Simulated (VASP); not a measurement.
# Rh (P6_3/mmc) in VASP: further runs

Runs on Rh. Level: LDA. Tasks: single point.

Everything below comes from runs of VASP 6.6.1. Logs are shortened: lines on timing, memory, paths and dates and some standing lists are left out, and cuts for length are marked.

**1. The cell of the first run**

Symmetry: P6_3/mmc, No. 194, hexagonal system. The conventional cell has a = 2.669 Å, b = 2.669 Å, c = 8.724 Å, α = 90.00°, β = 90.00°, γ = 120.00°. Within 3.5 Å of Rh (site symmetry -3m) lie 12 Rh at 2.67 Å. Rh (site symmetry -6m2) has 12 Rh at 2.67 Å within 3.5 Å.

**2. Single point, LDA**

INCAR reads:

```
SYSTEM = Rh
  ALGO = Normal
  EDIFF = 1E-7
  ENCUT = 520
  ISIF = 2
  ISMEAR = -1
  LASPH = .TRUE.
  LCHARG = .FALSE.
  LREAL = .FALSE.
  LWAVE = .FALSE.
  NBANDS = 38
  NELM = 100
  PREC = Accurate
  SIGMA = 0.1
```

KPOINTS reads:

```
k-points
0
G
  10 10 3
  0 0 0
```

POSCAR reads:

```
Rh
1.0
    2.6691192667      0.0000000000      0.0000000000
   -1.3345596333      2.3115298301      0.0000000000
    0.0000000000      0.0000000000      8.7241331430
Rh
4
Direct
    0.0000000000      0.0000000000      0.0000000000
    0.3333333333      0.6666666667      0.2500000000
    0.0000000000      0.0000000000      0.5000000000
    0.6666666667      0.3333333333      0.7500000000
```

Potentials or basis: VASP PAW LDA potentials, release 64 (Rh_pv).

On the command line:

```console
> cat potpaw_LDA.64/Rh_pv/POTCAR > POTCAR
> mpirun -np 1 vasp_std > vasp.out
```

OUTCAR:

```text
SYSTEM = Rh
   EDIFF = 1E-7
   ENCUT = 520
   ISIF = 2
   ISMEAR = -1
   LASPH = .TRUE.
   LREAL = .FALSE.
   NELM = 100
   PREC = Accurate

 ion  position               nearest neighbor table
   1  0.000  0.000  0.000-   2 2.67   4 2.67   4 2.67   2 2.67   4 2.67   2 2.67
   2  0.333  0.667  0.250-   1 2.67   3 2.67   1 2.67   3 2.67   1 2.67   3 2.67
   3  0.000  0.000  0.500-   2 2.67   4 2.67   4 2.67   2 2.67   4 2.67   2 2.67
   4  0.667  0.333  0.750-   1 2.67   3 2.67   1 2.67   3 2.67   1 2.67   3 2.67

  LATTYP: Found a hexagonal cell.
 ALAT       =     2.6691192667
 C/A-ratio  =     3.2685437672

  Lattice vectors:

 A1 = (   2.6691192667,   0.0000000000,   0.0000000000)
 A2 = (  -1.3345596333,   2.3115298301,   0.0000000000)
 A3 = (   0.0000000000,   0.0000000000,   8.7241331430)

Analysis of symmetry for initial positions (statically):
=====================================================================
 Subroutine PRICEL returns:
 Original cell was already a primitive cell.

 Routine SETGRP: Setting up the symmetry group for a
 hexagonal supercell.

 Subroutine GETGRP returns: Found 24 space group operations
 (whereof 12 operations were pure point group operations)
 out of a pool of 24 trial point group operations.

The static configuration has the point symmetry D_3d.
 The point group associated with its full space group is D_6h.

Analysis of symmetry for dynamics (positions and initial velocities):
=====================================================================
 Subroutine PRICEL returns:
 Original cell was already a primitive cell.

 Routine SETGRP: Setting up the symmetry group for a
 hexagonal supercell.

 Subroutine GETGRP returns: Found 24 space group operations
 (whereof 12 operations were pure point group operations)
 out of a pool of 24 trial point group operations.

The dynamic configuration has the point symmetry D_3d.
 The point group associated with its full space group is D_6h.

 Subroutine INISYM returns: Found 24 space group operations
 (whereof 12 operations are pure point group operations),
 and found     1 'primitive' translations

----------------------------------------------------------------------------------------

                                     Primitive cell

  volume of cell :      53.8257

  direct lattice vectors                    reciprocal lattice vectors
     2.669119267  0.000000000  0.000000000     0.374655420  0.216306964  0.000000000
    -1.334559633  2.311529830  0.000000000     0.000000000  0.432613928  0.000000000
     0.000000000  0.000000000  8.724133143     0.000000000  0.000000000  0.114624569

  length of vectors
     2.669119267  2.669123371  8.724133143     0.432614593  0.432613928  0.114624569

  position of ions in fractional coordinates (direct lattice)
     0.000000000  0.000000000  0.000000000
     0.333333333  0.666666667  0.250000000
     0.000000000  0.000000000  0.500000000
     0.666666667  0.333333333  0.750000000

  ion indices of the primitive-cell ions
   primitive index   ion index
                 1           1
                 2           2
                 3           3
                 4           4

----------------------------------------------------------------------------------------

 KPOINTS: k-points

Automatic generation of k-mesh.
 Grid dimensions read from file:
 generate k-points for:   10   10    3

 Generating k-lattice:

  Cartesian coordinates                     Fractional coordinates (reciprocal lattice)
     0.037465542  0.021630696  0.000000000     0.100000000  0.000000000  0.000000000
     0.000000000  0.043261393  0.000000000     0.000000000  0.100000000  0.000000000
     0.000000000  0.000000000  0.038208190     0.000000000  0.000000000  0.333333333

  Length of vectors
     0.043261459  0.043261393  0.038208190

  Shift w.r.t. Gamma in fractional coordinates (k-lattice)
     0.000000000  0.000000000  0.000000000

 Subroutine IBZKPT returns following result:
 ===========================================

 Found     28 irreducible k-points:

 Following reciprocal coordinates:
            Coordinates               Weight
  0.000000  0.000000  0.000000      1.000000
  0.100000  0.000000  0.000000      6.000000
  0.200000  0.000000  0.000000      6.000000
  0.300000  0.000000  0.000000      6.000000
  0.400000  0.000000  0.000000      6.000000
  0.500000 -0.000000  0.000000      3.000000
[... 16 lines left out ...]
  0.300000  0.100000  0.333333     24.000000
  0.400000  0.100000  0.333333     24.000000
 [... further k-points ...]
   k-points           NKPTS =     28   k-points in BZ     NKDIM =     28   number of bands    NBANDS=     38
   number of dos      NEDOS =    301   number of ions     NIONS =      4
   total plane-waves  NPLWV =  28000
   dimension x,y,z NGX =    20 NGY =   20 NGZ =   70
   dimension x,y,z NGXF=    40 NGYF=   40 NGZF=  140
   ions per type =               4
   NGX,Y,Z   is equivalent  to a cutoff of  12.46, 12.46, 13.34 a.u.
   NGXF,Y,Z  is equivalent  to a cutoff of  24.91, 24.91, 26.68 a.u.
 SYSTEM =  Rh
   PREC   = accura    normal or accurate (medium, high low for compatibility)
   ISTART =      0    job   : 0-new  1-cont  2-samecut
   ICHARG =      2    charge: 1-file 2-atom 10-const
   ISPIN  =      1    spin polarized calculation?
   LNONCOLLINEAR =      F non collinear calculations
   LSORBIT =      F    spin-orbit coupling
   LASPH  =      T    aspherical Exc in radial PAW
   ENCUT  =  520.0 eV  38.22 Ry    6.18 a.u.   4.96  4.96 16.22*2*pi/ulx,y,z
   NELM   =    100;   NELMIN=  2; NELMDL= -5     # of ELM steps
   EDIFF  = 0.1E-06   stopping-criterion for ELM
   LREAL  =      F    real-space projection
   EDIFFG = 0.1E-05   stopping-criterion for IOM
   NSW    =      0    number of steps for IOM
   IBRION =     -1    ionic relax: 0-MD 1-quasi-New 2-CG
   NFREE  =      0    steps in history (QN), initial steepest desc. (CG)
   ISIF   =      2    stress and relaxation
   ISYM   =      2    0-nonsym 1-usesym 2-fastsym
   POTIM  = 0.5000    time-step for ionic-motion
   TEBEG  =    0.0;   TEEND  =   0.0 temperature during run
   PSTRESS=    0.0 pullay stress
   NELECT =      60.0000    total number of electrons
   NUPDOWN=      -1.0000    fix difference up-down
   EMIN   =  10.00;   EMAX   =-10.00  energy-range for DOS
   EFERMI =   0.00;   METHOD = LEGACY
   ISMEAR =    -1;   SIGMA  =   0.10  broadening in eV -4-tet -1-fermi 0-gaus
   EFERMI_NEDOS =   21; number of points for ismear=-14 and -15
   IALGO  =     38    algorithm
   IMIX   =      4    mixing-type and parameters
     AMIX     =   0.40;   BMIX     =  1.00
     AMIX_MAG =   1.60;   BMIX_MAG =  1.00
  volume/ion in A,a.u.               =      13.46        90.81
  Fermi-wavevector in a.u.,A,eV,Ry     =   1.697443  3.207703 39.202662  2.881314
  Thomas-Fermi vector in A             =   2.778124
   LORBIT       =      0    0 simple, 1 ext, 2 COOP (PROOUT), +10 PAW based schemes
   GGA     = CA    functional components
   LHFCALC =     F    Hartree Fock is set to
   AEXX    =    0.0000 exact exchange contribution
   IVDW    =     0    specifies the selected vdW correction
   LEPSILON=     F    determine dielectric tensor
   LRPA    =     F    only Hartree local field effects (RPA)
 non-spin polarized calculation
  energy-cutoff  :      520.00
  volume of cell :       53.83
 maximum number of plane-waves:      1483
 NGX is ok and might be reduce to    20
   NGX =  9   NGY =  9   NGZ = 33

 number of electron      60.0000004 magnetization

 Free energy of the ion-electron system (eV)
  ---------------------------------------------------
  ext. energy  EPLUGINS =         0.00000000
  ---------------------------------------------------
  free energy    TOTEN  =       -34.76516406 eV

  energy without entropy =      -34.58539407  energy(sigma->0) =      -34.67527907

 E-fermi :  12.1532     XC(G=0): -14.4886

 val. band max:       12.1526851690   @ k =   0.3000   0.1000   0.3333
 cond. band min:      12.1836671234   @ k =   0.4000   0.0000   0.3333
 fundamental gap:      0.0309819544
 Fermi energy:        12.1532292635

 k-point     1 :       0.0000    0.0000    0.0000
  band No.  band energies     occupation
      1     -34.8792      2.00000
      2     -34.4866      2.00000
      3     -34.4856      2.00000
      4     -34.1970      2.00000
      5     -34.1969      2.00000
      6     -34.1521      2.00000
[... 30 lines left out ...]
     37      20.8740      0.00000
     38      26.5867      0.00000

 k-point     2 :       0.1000    0.0000    0.0000
  band No.  band energies     occupation
      1     -34.8541      2.00000
      2     -34.4955      2.00000
      3     -34.4932      2.00000
      4     -34.2553      2.00000
      5     -34.2156      2.00000
      6     -34.1963      2.00000
[... 30 lines left out ...]
     37      20.8108      0.00000
     38      26.9920      0.00000

 k-point     3 :       0.2000    0.0000    0.0000
  band No.  band energies     occupation
      1     -34.7847      2.00000
      2     -34.5525      2.00000
      3     -34.5396      2.00000
      4     -34.4005      2.00000
      5     -34.3231      2.00000
      6     -34.2630      2.00000
[... 30 lines left out ...]
     37      20.6837      0.00000
     38      27.2761      0.00000

 k-point     4 :       0.3000    0.0000    0.0000
  band No.  band energies     occupation
      1     -34.7134      2.00000
      2     -34.6919      2.00000
      3     -34.6284      2.00000
      4     -34.5726      2.00000
      5     -34.5132      2.00000
      6     -34.3193      2.00000
[... 30 lines left out ...]
     37      20.6529      0.00000
     38      24.1931      0.00000
[... 703 lines left out ...]
      4     -34.4819      2.00000
      5     -34.4527      2.00000
      6     -34.3822      2.00000
[... 30 lines left out ...]
     37      22.7368      0.00000
     38      25.5590      0.00000

 k-point    23 :       0.3000    0.1000    0.3333
  band No.  band energies     occupation
      1     -34.7561      2.00000
      2     -34.7117      2.00000
      3     -34.6994      2.00000
      4     -34.6410      2.00000
      5     -34.5040      2.00000
      6     -34.4091      2.00000
[... 30 lines left out ...]
     37      22.8455      0.00000
     38      23.1282      0.00000

 k-point    24 :       0.4000    0.1000    0.3333
  band No.  band energies     occupation
      1     -34.8327      2.00000
      2     -34.8038      2.00000
      3     -34.7623      2.00000
      4     -34.7303      2.00000
      5     -34.4548      2.00000
      6     -34.4183      2.00000
[... 30 lines left out ...]
     37      21.4855      0.00000
     38      21.5260      0.00000

 [... further k-points ...]
[... 5 lines left out ...]
  --------------------------------------------------------------------------------------
  -------------------------------------------------------------------------------------
  Total       -1.2748654     -1.2748707     -1.1704712     -0.0000000      0.0000000      0.0000000
  in kB      -37.9476738    -37.9478294    -34.8402742     -0.0000000      0.0000000      0.0000000
  external PRESSURE =     -36.9119258 kB  Pullay stress =       0.0000000 kB

 VOLUME and BASIS-vectors are now :
 -----------------------------------------------------------------------------
  energy-cutoff  :      520.00
  volume of cell :       53.83
      direct lattice vectors                 reciprocal lattice vectors
     2.669119267  0.000000000  0.000000000     0.374655420  0.216306964  0.000000000
    -1.334559633  2.311529830  0.000000000     0.000000000  0.432613928  0.000000000
     0.000000000  0.000000000  8.724133143     0.000000000  0.000000000  0.114624569

 POSITION                                       TOTAL-FORCE (eV/Angst)
 -----------------------------------------------------------------------------------
      0.00000      0.00000      0.00000         0.000000      0.000000     -0.000000
     -0.00000      1.54102      2.18103         0.000000      0.000000      0.000000
      0.00000      0.00000      4.36207         0.000000      0.000000     -0.000000
      1.33456      0.77051      6.54310        -0.000000     -0.000000      0.000000
 -----------------------------------------------------------------------------------
    total drift:                                0.000000     -0.000000      0.000000

  FREE ENERGIE OF THE ION-ELECTRON SYSTEM (eV)
  ---------------------------------------------------
  free  energy   TOTEN  =       -34.7651640623 eV

  energy  without entropy=      -34.5853940724  energy(sigma->0) =      -34.67527907
```

Run time: 76 s. Hardware: 1 thread of Intel Xeon 8259CL, shared host; peak memory 0.17 GiB.

Results:

```
Free energy            : -34.7652 eV
Pressure               : -3.7 GPa
Band gap on the k mesh : zero (band 30 reaches 13.00 eV, above the bottom of band 31 at 11.08 eV)
```

Stress tensor (GPa, compression positive):
```
-3.79  0.00  0.00
 0.00 -3.79  0.00
 0.00  0.00 -3.48
```

**3. Single point, LDA**

This run uses another cell than the first one, of 13.80 Å³/atom, 1.026 times its volume.

INCAR reads:

```
SYSTEM = Rh
  ALGO = Normal
  EDIFF = 1E-6
  ENCUT = 520
  GGA = CA
  ISIF = 2
  ISMEAR = -1
  LASPH = .TRUE.
  LCHARG = .TRUE.
  LELF = .TRUE.
  LREAL = .FALSE.
  LVHAR = .TRUE.
  LWAVE = .FALSE.
  NBANDS = 38
  NELM = 80
  PREC = Accurate
  SIGMA = 0.1
```

KPOINTS is that of step 2.

POSCAR reads:

```
Rh
1.0
    2.6917400000      0.0000000000      0.0000000000
   -1.3458700000      2.3311200000      0.0000000000
    0.0000000000      0.0000000000      8.7980700000
Rh
4
Direct
    0.0000000000      0.0000000000      0.0000000000
    0.3333333333      0.6666666667      0.2500000000
    0.0000000000      0.0000000000      0.5000000000
    0.6666666667      0.3333333333      0.7500000000
```

Potentials or basis: VASP PAW LDA potentials, release 64 (Rh_pv).

On the command line:

```console
> cat potpaw_LDA.64/Rh_pv/POTCAR > POTCAR
> mpirun -np 1 vasp_std > vasp.out
```

OUTCAR:

```text
SYSTEM = Rh
   EDIFF = 1E-6
   ENCUT = 520
   GGA = CA
   ISIF = 2
   ISMEAR = -1
   LASPH = .TRUE.
   LREAL = .FALSE.
   NELM = 80
   PREC = Accurate

 ion  position               nearest neighbor table
   1  0.000  0.000  0.000-   2 2.69   4 2.69   4 2.69   2 2.69   4 2.69   2 2.69
   2  0.333  0.667  0.250-   1 2.69   3 2.69   1 2.69   3 2.69   1 2.69   3 2.69
   3  0.000  0.000  0.500-   2 2.69   4 2.69   4 2.69   2 2.69   4 2.69   2 2.69
   4  0.667  0.333  0.750-   1 2.69   3 2.69   1 2.69   3 2.69   1 2.69   3 2.69

  LATTYP: Found a hexagonal cell.
 ALAT       =     2.6917400000
 C/A-ratio  =     3.2685437672
[... 1184 lines left out ...]
  --------------------------------------------------------------------------------------
  -------------------------------------------------------------------------------------
  Total       -3.7088210     -3.7088362     -3.6189771     -0.0000000      0.0000000      0.0000000
  in kB     -107.6369306   -107.6373720   -105.0294915     -0.0000000      0.0000000      0.0000000
  external PRESSURE =    -106.7679314 kB  Pullay stress =       0.0000000 kB

 VOLUME and BASIS-vectors are now :
 -----------------------------------------------------------------------------
  energy-cutoff  :      520.00
  volume of cell :       55.21
      direct lattice vectors                 reciprocal lattice vectors
     2.691740000  0.000000000  0.000000000     0.371506906  0.214489173  0.000000000
    -1.345870000  2.331120000  0.000000000     0.000000000  0.428978345  0.000000000
     0.000000000  0.000000000  8.798070000     0.000000000  0.000000000  0.113661292

 POSITION                                       TOTAL-FORCE (eV/Angst)
 -----------------------------------------------------------------------------------
      0.00000      0.00000      0.00000        -0.000000      0.000000     -0.000000
     -0.00000      1.55408      2.19952        -0.000000      0.000000      0.000000
      0.00000      0.00000      4.39903        -0.000000      0.000000     -0.000000
      1.34587      0.77704      6.59855         0.000000     -0.000000      0.000000
 -----------------------------------------------------------------------------------
    total drift:                                0.000000     -0.000000      0.000000

  FREE ENERGIE OF THE ION-ELECTRON SYSTEM (eV)
  ---------------------------------------------------
  free  energy   TOTEN  =       -34.7035308579 eV

  energy  without entropy=      -34.5161316509  energy(sigma->0) =      -34.60983125
```

OSZICAR:

```text
N       E                     dE             d eps       ncg     rms          rms(c)
DAV:   1     0.772998068908E+03    0.77300E+03   -0.36518E+04  2152   0.183E+03
DAV:   2    -0.116302661294E+02   -0.78463E+03   -0.76273E+03  2230   0.576E+02
DAV:   3    -0.367416864627E+02   -0.25111E+02   -0.24512E+02  2338   0.113E+02
DAV:   4    -0.369751481172E+02   -0.23346E+00   -0.23328E+00  2334   0.112E+01
DAV:   5    -0.369792601265E+02   -0.41120E-02   -0.41119E-02  2380   0.147E+00    0.211E+01
DAV:   6    -0.348009425870E+02    0.21783E+01   -0.68274E+00  2314   0.195E+01    0.695E+00
DAV:   7    -0.347396487820E+02    0.61294E-01   -0.23373E-01  2350   0.458E+00    0.326E+00
DAV:   8    -0.347822875908E+02   -0.42639E-01   -0.55618E-01  2278   0.820E+00    0.308E+00
DAV:   9    -0.347037715668E+02    0.78516E-01   -0.23944E-01  2272   0.465E+00    0.494E-01
DAV:  10    -0.347035653564E+02    0.20621E-03   -0.46448E-03  2296   0.519E-01    0.736E-02
DAV:  11    -0.347035307036E+02    0.34653E-04   -0.14724E-04  2430   0.116E-01    0.244E-02
DAV:  12    -0.347035312907E+02   -0.58709E-06   -0.23776E-05  2340   0.526E-02    0.519E-03
DAV:  13    -0.347035308579E+02    0.43285E-06   -0.14574E-06  1298   0.106E-02
   1 F= -.34703531E+02 E0= -.34609831E+02  d E =-.187399E+00
```

stdout:

```text
POSCAR found type information on POSCAR Rh
 POSCAR found :  1 types and       4 ions
 scaLAPACK will be used
 LDA part: xc-table for (Slater(with rela. corr.)+CA(PZ))
 , standard interpolation
 POSCAR, INCAR and KPOINTS ok, starting setup
 FFT: planning ... GRIDC
 FFT: planning ... GRID_SOFT
 FFT: planning ... GRID
 WAVECAR not read
 entering main loop
```

Wall time 75 s (1 thread of Intel Xeon 8259CL, shared host); peak memory 0.17 GiB.

Results:

| Property | Result |
| --- | --- |
| Free energy | -34.7035 eV |
| Pressure | -10.7 GPa |
| Band gap on the k mesh | zero (band 30 reaches 12.49 eV, above the bottom of band 31 at 10.64 eV) |

Stress tensor (GPa, compression positive):
```
-10.76   0.00   0.00
  0.00 -10.76   0.00
  0.00   0.00 -10.50
```

Levels at points of the mesh, in eV from the Fermi level:
```csv
k point,band 27,band 28,band 29,band 30,band 31,band 32
"(0.00, 0.00, 0.00)",-2.66,-1.45,-1.45,-0.86,-0.86,-0.36
"(0.50, 0.00, 0.00)",0.54,0.59,0.65,0.81,0.82,0.85
```
